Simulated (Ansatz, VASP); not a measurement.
# RbBr in VASP and in Ansatz

Contents of INCAR:

```
SYSTEM = RbBr
PREC = Accurate
ENCUT = 600
EDIFF = 1E-6
ISMEAR = 0
SIGMA = 0.1
LREAL = .FALSE.
LASPH = .TRUE.
NELM = 80
ALGO = Normal
ISIF = 3
LWAVE = .FALSE.
LCHARG = .FALSE.
GGA = PE
IBRION = 2
NSW = 80
EDIFFG = -0.025
```

The input KPOINTS:

```
regular mesh
0
G
  4 4 2
  0 0 0
```

File POSCAR:

```
RbBr
1.0
    0.0325113046      0.0089072766      4.3977442240
    4.8506844972      0.0981867735      0.0356081989
    0.1700644804      8.2140825494      0.0168974502
Rb Br
2 2
Direct
    0.5042851249     -0.0101383839      0.3204534627
    0.5331762513      0.4664143408      0.8451829337
   -0.0475862135      0.5287631996      0.4893360164
    0.0101248373      0.0149608434      0.0116942539
```

Input for Ansatz:

```yaml
crystal:
  lattice:
    - [0.0325113046, 0.0089072766, 4.397744224]
    - [4.8506844972, 0.0981867735, 0.0356081989]
    - [0.1700644804, 8.2140825494, 0.0168974502]
  atoms:
    - { symbol: Rb, position: [0.5042851249, -0.0101383839, 0.3204534627] }
    - { symbol: Rb, position: [0.5331762513, 0.4664143408, 0.8451829337] }
    - { symbol: Br, position: [-0.0475862135, 0.5287631996, 0.4893360164] }
    - { symbol: Br, position: [0.0101248373, 0.0149608434, 0.0116942539] }
basis:
  ecutwfc: 420
kpoints:
  mp_grid: { grid: [4, 4, 2] }
hamiltonian:
  xc: pbe
scf:
  occupations: { method: gaussian, width: 0.1 }
  lower_state_search: "off"
output:
  forces: true
  stress: true
  eigenvalues: true
relax:
  adjacent_minimum: "off"
  f_tol: 0.025
  max_steps: 60
  cell: { stress_tol: 0.25 }
```

Change from the starting cell: cell x2, atoms moved at random (sigma 0.15 Å) and cell strained at random (1.5 %), then relaxed without symmetry.

Alike in both runs: task relaxation of cell and atoms; functional PBE; k mesh 4 × 4 × 2; occupations gaussian, width 0.1 eV; no spin polarisation.

|  | VASP | Ansatz |
| --- | --- | --- |
| version | VASP 6.6.1 | Ansatz 0.2.0 |
| potentials or method | VASP PAW PBE potentials, release 64 (Rb_sv, Br), cutoff 600 eV | scalar-relativistic, plane waves, PAW |
| valence electrons in the cell | 32 | 32 |

VASP gave:

| Quantity | Value |
| --- | --- |
| gap on the k mesh at the Fermi level, each at its own relaxed structure (eV) | 3.93 |
| relaxed volume (Å³/atom) | 43.45 |
| relaxed cell length with the largest relative difference (Å) | 4.376 |

Problem. Which values does Ansatz return?

Solution. gap on the k mesh at the Fermi level, each at its own relaxed structure (eV): 3.92; relaxed volume (Å³/atom): 43.25; relaxed cell length with the largest relative difference (Å): 4.339.
